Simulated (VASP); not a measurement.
# NbC62 (a cell with a defect) in VASP: a series of runs

The runs below take NbC62 (a cell with a defect) through single point, with PBEsol, r2SCAN.

Everything below comes from runs of VASP 6.6.1. Logs are shortened: lines on timing, memory, paths and dates and some standing lists are left out, and cuts for length are marked.

### 1 The cell of the first run

The cell holds a defect, 63 atoms: a = 7.108 Å, b = 7.108 Å, c = 7.108 Å, α = 90.00°, β = 90.00°, γ = 90.00°.

### 2 Single point, PBEsol

File INCAR:

```
SYSTEM = NbC62
ALGO     = Normal         ! electronic algorithm
EDIFF    = 1E-6           ! SCF threshold, eV
ENCUT    = 520            ! plane-wave cutoff, eV
GGA      = PS             ! functional
ISIF     = 2              ! what is computed and relaxed
ISMEAR   = -1             ! smearing method
ISYM     = 0            
LASPH    = .TRUE.         ! aspherical terms in the spheres
LCHARG   = .FALSE.        ! write CHGCAR
LREAL    = Auto         
LWAVE    = .FALSE.        ! write WAVECAR
NBANDS   = 168            ! bands
NELECT   = 260.0        
NELM     = 60             ! most SCF steps
PREC     = Accurate       ! precision mode
SIGMA    = 0.05           ! smearing width, eV
```

File KPOINTS:

```
Automatic mesh
0
Gamma
  1 1 1
  0.25 0.25 0.25
```

File POSCAR:

```
NbC62
1.0
    7.1076060000      0.0000000000      0.0000000000
    0.0000000000      7.1076060000      0.0000000000
    0.0000000000      0.0000000000      7.1076060000
C Nb
62 1
Direct
    0.9994440000      0.9998950000      0.5007850000
    0.9994370000      0.5014830000      0.9992090000
    0.0009870000      0.5028980000      0.5021920000
    0.5014240000      0.9997680000      0.9990790000
    0.5013690000      0.0019390000      0.5019780000
    0.5013670000      0.5026770000      0.0012350000
    0.1431180000      0.1327460000      0.1320460000
    0.1212850000      0.1219350000      0.6298070000
    0.1212890000      0.6305030000      0.1212520000
    0.1241030000      0.6284270000      0.6277170000
    0.6283720000      0.1222130000      0.1215200000
    0.6244260000      0.1259790000      0.6239240000
    0.6244270000      0.6246270000      0.1252780000
    0.6290480000      0.6301010000      0.6293950000
    0.2521200000      0.2501780000      0.0044070000
    0.2434010000      0.2446760000      0.5078560000
    0.2496830000      0.7566160000      0.0016560000
    0.2422040000      0.7625490000      0.5005320000
    0.7533700000      0.2477350000      0.9995940000
    0.7616910000      0.2432320000      0.4992730000
    0.7484940000      0.7507390000      0.9985590000
    0.7503730000      0.7510230000      0.5000760000
    0.3794840000      0.3800880000      0.1239270000
    0.3512800000      0.3533970000      0.6689040000
    0.3778740000      0.8825140000      0.1222160000
    0.3746500000      0.8780610000      0.6267310000
    0.8831410000      0.3748260000      0.1200730000
    0.8763290000      0.3752620000      0.6268070000
    0.8606750000      0.8668630000      0.1275960000
    0.8751200000      0.8765270000      0.6253800000
    0.2521240000      0.0051060000      0.2494840000
    0.2496820000      0.0023480000      0.7559230000
    0.2434090000      0.5085450000      0.2439890000
    0.2422030000      0.5012400000      0.7618430000
    0.7533770000      0.0002890000      0.2470380000
    0.7484920000      0.9992560000      0.7500420000
    0.7616890000      0.4999800000      0.2425350000
    0.7503660000      0.5007800000      0.7503180000
    0.3794890000      0.1246230000      0.3793930000
    0.3778700000      0.1229070000      0.8818190000
    0.3513110000      0.6696030000      0.3527260000
    0.3746500000      0.6274290000      0.8773580000
    0.8831480000      0.1207670000      0.3741250000
    0.8606690000      0.1282930000      0.8661720000
    0.8763300000      0.6275090000      0.3745630000
    0.8751160000      0.6260820000      0.8758310000
    0.0054910000      0.2468520000      0.2461530000
    0.9995440000      0.2451640000      0.7570600000
    0.9995460000      0.7577530000      0.2444720000
    0.9988530000      0.7557190000      0.7550150000
    0.5080490000      0.2444890000      0.2437920000
    0.5007050000      0.2450680000      0.7604240000
    0.5007070000      0.7611290000      0.2443680000
    0.4986390000      0.7505900000      0.7498900000
    0.1236390000      0.3787980000      0.3781000000
    0.1207160000      0.3750680000      0.8833060000
    0.1207220000      0.8840000000      0.3743720000
    0.1343160000      0.8754090000      0.8747110000
    0.6690350000      0.3521630000      0.3514650000
    0.6259520000      0.3767530000      0.8767120000
    0.6259570000      0.8774160000      0.3760540000
    0.6229420000      0.8750160000      0.8743210000
    0.4581140000      0.4587220000      0.4580460000
```

Potentials or basis: VASP PAW PBE potentials, release 64 (C, Nb_sv).

On the command line:

```
> cat potpaw_PBE.64/C/POTCAR potpaw_PBE.64/Nb_sv/POTCAR > POTCAR
> mpirun -np 1 vasp_std > vasp.out
```

OUTCAR:

```text
SYSTEM = NbC62
   EDIFF = 1E-6
   ENCUT = 520
   GGA = PS
   ISIF = 2
   ISMEAR = -1
   ISYM = 0
   LASPH = .TRUE.
   LREAL = Auto
   NELECT = 260.0
   NELM = 60
   PREC = Accurate

 ion  position               nearest neighbor table
   1  0.999  1.000  0.501-  57 1.49  43 1.49  30 1.53   8 1.53
   2  0.999  0.501  0.999-  56 1.49  27 1.49  46 1.53   9 1.53
   3  0.001  0.503  0.502-  55 1.52  10 1.54  45 1.55  28 1.55
   4  0.501  1.000  0.999-  25 1.49  40 1.49  62 1.52  11 1.53
   5  0.501  0.002  0.502-  39 1.51  12 1.51  61 1.54  26 1.54
   6  0.501  0.503  0.001-  23 1.51  13 1.51  60 1.54  42 1.54
   7  0.143  0.133  0.132-  15 1.46  31 1.46  47 1.51
   8  0.121  0.122  0.630-  16 1.51  48 1.53   1 1.53  32 1.54
   9  0.121  0.631  0.121-  33 1.51  49 1.53   2 1.53  17 1.54
  10  0.124  0.628  0.628-   3 1.54  50 1.56  18 1.56  34 1.56
  11  0.628  0.122  0.122-  51 1.50   4 1.53  19 1.53  35 1.53
  12  0.624  0.126  0.624-   5 1.51  36 1.55  52 1.56  20 1.56
  13  0.624  0.625  0.125-   6 1.51  21 1.55  53 1.56  37 1.56
  14  0.629  0.630  0.629-  54 1.53  38 1.53  22 1.53  63 2.11
  15  0.252  0.250  0.004-   7 1.46  40 1.54  23 1.55  56 1.55
  16  0.243  0.245  0.508-   8 1.51  55 1.58  24 1.58  39 1.58  63 2.18
  17  0.250  0.757  0.002-  58 1.48   9 1.54  25 1.54  42 1.55
[... 30 lines left out ...]
  48  1.000  0.245  0.757-  44 1.51   8 1.53  56 1.55  28 1.57
  49  1.000  0.758  0.244-  29 1.51   9 1.53  57 1.55  45 1.57
  50  0.999  0.756  0.755-  30 1.54  46 1.54  58 1.54  10 1.56
  51  0.508  0.244  0.244-  11 1.50  59 1.57  39 1.58  23 1.58  63 2.18
  52  0.501  0.245  0.760-  24 1.46  40 1.50  60 1.53  12 1.56
  53  0.501  0.761  0.244-  41 1.46  25 1.50  61 1.53  13 1.56
  54  0.499  0.751  0.750-  14 1.53  62 1.53  42 1.54  26 1.54
  55  0.124  0.379  0.378-   3 1.52  47 1.57  33 1.58  16 1.58  63 2.51
  56  0.121  0.375  0.883-   2 1.49  34 1.51  48 1.55  15 1.55
  57  0.121  0.884  0.374-   1 1.49  18 1.51  49 1.55  31 1.55
  58  0.134  0.875  0.875-  32 1.48  17 1.48  50 1.54
  59  0.669  0.352  0.351-  20 1.46  37 1.46  51 1.57  63 1.84
  60  0.626  0.377  0.877-  52 1.53  38 1.54   6 1.54  19 1.56
  61  0.626  0.877  0.376-  53 1.53  22 1.54   5 1.54  35 1.56
  62  0.623  0.875  0.874-   4 1.52  54 1.53  21 1.54  36 1.54
  63  0.458  0.459  0.458-  24 1.84  41 1.84  59 1.84  14 2.11  51 2.18  16 2.18  33 2.18  39 2.50
                            23 2.50  55 2.51

IMPORTANT INFORMATION: All symmetrisations will be switched off!
NOSYMM: (Re-)initialisation of all symmetry stuff for point group C_1.

----------------------------------------------------------------------------------------

                                     Primitive cell

  volume of cell :     359.0625
[... 197 lines left out ...]
   ISYM   =      0    0-nonsym 1-usesym 2-fastsym
   POTIM  = 0.5000    time-step for ionic-motion
   TEBEG  =    0.0;   TEEND  =   0.0 temperature during run
   PSTRESS=    0.0 pullay stress
   NELECT =     260.0000    total number of electrons
   NUPDOWN=      -1.0000    fix difference up-down
   EMIN   =  10.00;   EMAX   =-10.00  energy-range for DOS
   EFERMI =   0.00;   METHOD = LEGACY
   ISMEAR =    -1;   SIGMA  =   0.05  broadening in eV -4-tet -1-fermi 0-gaus
   EFERMI_NEDOS =   21; number of points for ismear=-14 and -15
   IALGO  =     38    algorithm
   IMIX   =      4    mixing-type and parameters
     AMIX     =   0.40;   BMIX     =  1.00
     AMIX_MAG =   1.60;   BMIX_MAG =  1.00
  volume/ion in A,a.u.               =       5.70        38.46
  Fermi-wavevector in a.u.,A,eV,Ry     =   1.470086  2.778059 29.404251  2.161151
  Thomas-Fermi vector in A             =   2.585385
   LORBIT       =      0    0 simple, 1 ext, 2 COOP (PROOUT), +10 PAW based schemes
   GGA     = PS    functional components
   LHFCALC =     F    Hartree Fock is set to
   AEXX    =    0.0000 exact exchange contribution
   IVDW    =     0    specifies the selected vdW correction
   LEPSILON=     F    determine dielectric tensor
   LRPA    =     F    only Hartree local field effects (RPA)
 non-spin polarized calculation
  energy-cutoff  :      520.00
  volume of cell :      359.06
 maximum number of plane-waves:      9651
 NGX is ok and might be reduce to    54
   NGX = 27   NGY = 27   NGZ = 27

 number of electron     259.9999992 magnetization

 Free energy of the ion-electron system (eV)
  ---------------------------------------------------
  ext. energy  EPLUGINS =         0.00000000
  ---------------------------------------------------
  free energy    TOTEN  =      -599.64296774 eV

  energy without entropy =     -599.62887145  energy(sigma->0) =     -599.63591959

 E-fermi :  11.4290     XC(G=0): -13.5103

 val. band max:       11.2739057901   @ k =  -0.2500   0.2500   0.2500
 cond. band min:      11.5764568390   @ k =  -0.2500   0.2500   0.2500
 fundamental gap:      0.3025510489
 Fermi energy:        11.4290047671

 k-point     1 :       0.2500    0.2500    0.2500
  band No.  band energies     occupation
      1     -43.9414      2.00000
      2     -20.7918      2.00000
      3     -20.7847      2.00000
      4     -20.5657      2.00000
      5     -11.1380      2.00000
      6     -10.1542      2.00000
[... 569 lines left out ...]
    141      15.4899      0.00000
    142      15.6177      0.00000
 [bands above 142 left out]

------------------------ aborting loop because EDIFF is reached ----------------------------------------

  FORCE on cell =-STRESS in cart. coord.  units (eV):
  Direction    XX          YY          ZZ          XY          YZ          ZX
  --------------------------------------------------------------------------------------
  -------------------------------------------------------------------------------------
  Total       35.6675471     24.3008325     24.2869212     -9.7113137    -11.5820516     -9.7152712
  in kB      159.1526192    108.4330561    108.3709824    -43.3329772    -51.6804211    -43.3506363
  external PRESSURE =     125.3188859 kB  Pullay stress =       0.0000000 kB

 VOLUME and BASIS-vectors are now :
 -----------------------------------------------------------------------------
  energy-cutoff  :      520.00
  volume of cell :      359.06
      direct lattice vectors                 reciprocal lattice vectors
     7.107606000  0.000000000  0.000000000     0.140694349  0.000000000  0.000000000
     0.000000000  7.107606000  0.000000000     0.000000000  0.140694349  0.000000000
     0.000000000  0.000000000  7.107606000     0.000000000  0.000000000  0.140694349

 POSITION                                       TOTAL-FORCE (eV/Angst)
 -----------------------------------------------------------------------------------
      7.10365      7.10686      3.55938         0.059789      0.098311      0.012074
      7.10360      3.56434      7.10198         0.059623      0.013112      0.098686
      0.00702      3.57440      3.56938        -0.355663      0.055176      0.058789
      3.56392      7.10596      7.10106         0.006871      0.093837      0.101526
      3.56353      0.01378      3.56786         0.031205     -0.342838      0.022257
      3.56352      3.57283      0.00878         0.033158      0.022882     -0.339850
[... 55 lines left out ...]
      4.42763      6.21927      6.21433        -0.054559     -0.051843     -0.051070
      3.25609      3.26042      3.25561        -0.218538     -0.220890     -0.220015
 -----------------------------------------------------------------------------------
    total drift:                                0.025726     -0.024831      0.023128

  FREE ENERGIE OF THE ION-ELECTRON SYSTEM (eV)
  ---------------------------------------------------
  free  energy   TOTEN  =      -599.6429677358 eV

  energy  without entropy=     -599.6288714510  energy(sigma->0) =     -599.63591959
```

Run time: 16 min. Hardware: 1 thread of Intel Xeon Platinum 8488C (Sapphire Rapids), shared host; peak memory 0.46 GiB.

What came out:

* Free energy: -599.6430 eV
* Largest force: 1.004 eV/Å

Forces on the atoms (eV/Å):
```
C    0.060  0.098  0.012
C    0.060  0.013  0.099
C   -0.356  0.055  0.059
C    0.007  0.094  0.102
C    0.031 -0.343  0.022
C    0.033  0.023 -0.340
C   -0.752  0.471  0.470
C   -0.075 -0.170  0.017
C   -0.073  0.017 -0.169
C    0.104 -0.201 -0.200
C    0.018 -0.127 -0.128
C    0.041  0.088  0.050
C    0.039  0.049  0.088
C    0.150  0.081  0.090
C   -0.002  0.018 -0.434
C    0.099  0.100  0.099
C   -0.010  0.034 -0.110
C    0.017  0.229 -0.020
C    0.072  0.094 -0.130
C    0.202  0.063 -0.028
C    0.092  0.095 -0.205
C   -0.009 -0.015 -0.038
C   -0.097 -0.073  0.264
C    0.028  0.031 -0.253
C    0.076 -0.107 -0.087
C   -0.016  0.044 -0.105
C   -0.138  0.063 -0.124
C    0.220 -0.082 -0.041
C    0.444  0.367  0.602
C   -0.013 -0.070 -0.073
C   -0.004 -0.430  0.017
C   -0.012 -0.105  0.034
C    0.104  0.098  0.101
C    0.015 -0.019  0.229
C    0.065 -0.128  0.090
C    0.093 -0.203  0.091
C    0.197 -0.025  0.060
C   -0.006 -0.042 -0.014
C   -0.099  0.260 -0.075
C    0.076 -0.086 -0.106
C    0.027 -0.252  0.029
C   -0.016 -0.106  0.042
C   -0.138 -0.126  0.067
C    0.447  0.608  0.369
C    0.218 -0.040 -0.084
C   -0.019 -0.068 -0.072
C   -0.063 -0.015 -0.016
C   -0.279  0.310 -0.101
C   -0.275 -0.100  0.310
C    0.129  0.157  0.161
C    0.040  0.172  0.174
C   -0.005  0.001  0.194
C   -0.002  0.192  0.004
C   -0.034 -0.002 -0.008
C    0.235 -0.052 -0.051
C   -0.082  0.105 -0.163
C   -0.084 -0.164  0.104
C   -0.197 -0.682 -0.684
C   -0.242  0.068  0.069
C   -0.034 -0.066  0.075
C   -0.036  0.074 -0.065
C   -0.055 -0.052 -0.051
Nb  -0.219 -0.221 -0.220
```

Caveat: the cell carries a net charge on a neutralising background, which shifts energy and pressure; the cell is charged against a uniform background, so pressure and absolute levels hang on convention; the PAW data sets were made with another functional, which shifts forces and pressure a little.

### 3 Single point, r2SCAN

POSCAR is that of step 2.

File INCAR.step1:

```
  PREC = Accurate
  ENCUT = 520
  ISMEAR = -1
  SIGMA = 0.05
  LREAL = Auto
  LASPH = True
  NELM = 80
  NBANDS = 168
  NELECT = 260.0
  ISYM = 0
  GGA = PE
  ALGO = Normal
  EDIFF = 1E-4
  LWAVE = True
  LCHARG = False
```

File INCAR.step2:

```
  PREC = Accurate
  ENCUT = 520
  EDIFF = 1E-6
  ISMEAR = -1
  SIGMA = 0.05
  LREAL = Auto
  LASPH = True
  NELM = 80
  ALGO = Normal
  ISIF = 2
  LWAVE = False
  LCHARG = True
  METAGGA = R2SCAN
  LMIXTAU = True
  LELF = True
  LVHAR = True
  NBANDS = 168
  NELECT = 260.0
  ISYM = 0
  ISTART = 1
```

KPOINTS is that of step 2.

Potentials or basis: VASP PAW PBE potentials, release 64 (C, Nb_sv).

On the command line:

```
> cat potpaw_PBE.64/C/POTCAR potpaw_PBE.64/Nb_sv/POTCAR > POTCAR
> cp INCAR.step1 INCAR
> mpirun -np 1 vasp_std > vasp.out
> cp INCAR.step2 INCAR
> mpirun -np 1 vasp_std > vasp.out
```

Wall time 22 min (1 thread of Intel Xeon Platinum 8488C (Sapphire Rapids), shared host); peak memory 0.5 GiB.

It converged, with:

* Free energy: -625.4700 eV
* Largest force: 0.960 eV/Å

Forces in eV/Å, atoms in the order of the input:
```
C    0.061  0.101 -0.048
C    0.061 -0.047  0.102
C   -0.362  0.051  0.055
C   -0.043  0.097  0.106
C    0.028 -0.322  0.017
C    0.030  0.018 -0.319
C   -0.650  0.457  0.456
C   -0.083 -0.180 -0.033
C   -0.082 -0.033 -0.178
C    0.092 -0.223 -0.222
C   -0.038 -0.130 -0.131
C    0.026  0.030  0.040
C    0.024  0.039  0.031
C    0.164  0.088  0.097
C   -0.038 -0.033 -0.339
C   -0.007 -0.002  0.224
C   -0.041  0.059 -0.172
C    0.058  0.258 -0.181
C    0.084  0.055 -0.201
C    0.224  0.108 -0.194
C    0.126  0.129 -0.135
C   -0.012 -0.014  0.027
C   -0.093 -0.076  0.178
C    0.212  0.216 -0.476
C    0.169 -0.110 -0.107
C   -0.006  0.045 -0.116
C   -0.126  0.157 -0.154
C    0.213 -0.077 -0.055
C    0.354  0.420  0.598
C   -0.004 -0.060 -0.096
C   -0.041 -0.335 -0.033
C   -0.042 -0.167  0.059
C   -0.002  0.223 -0.002
C    0.056 -0.180  0.258
C    0.077 -0.198  0.051
C    0.127 -0.133  0.124
C    0.219 -0.190  0.105
C   -0.009  0.022 -0.014
C   -0.095  0.173 -0.078
C    0.170 -0.106 -0.109
C    0.211 -0.475  0.214
C   -0.007 -0.117  0.043
C   -0.126 -0.156  0.162
C    0.358  0.604  0.422
C    0.211 -0.054 -0.079
C   -0.009 -0.091 -0.062
C   -0.051 -0.037 -0.038
C   -0.298  0.287 -0.098
C   -0.293 -0.098  0.287
C    0.102  0.160  0.163
C    0.167  0.066  0.068
C   -0.171  0.028  0.238
C   -0.169  0.235  0.031
C    0.036  0.009  0.003
C    0.191 -0.050 -0.050
C   -0.112  0.206 -0.150
C   -0.114 -0.152  0.205
C   -0.043 -0.678 -0.679
C   -0.454  0.252  0.252
C   -0.051 -0.065  0.078
C   -0.052  0.076 -0.065
C   -0.085 -0.046 -0.045
Nb  -0.041 -0.034 -0.034
```

Levels at points of the mesh, in eV from the Fermi level:
| k point | band 128 | band 129 | band 130 | band 131 | band 132 | band 133 |
| --- | --- | --- | --- | --- | --- | --- |
| (0.25, 0.25, 0.25) | -2.14 | -2.11 | -0.39 | 0.37 | 0.51 | 1.86 |

Caveat: the cell carries a net charge on a neutralising background, which shifts energy and pressure; the cell is charged against a uniform background, so pressure and absolute levels hang on convention; the PAW data sets were made with another functional, which shifts forces and pressure a little.
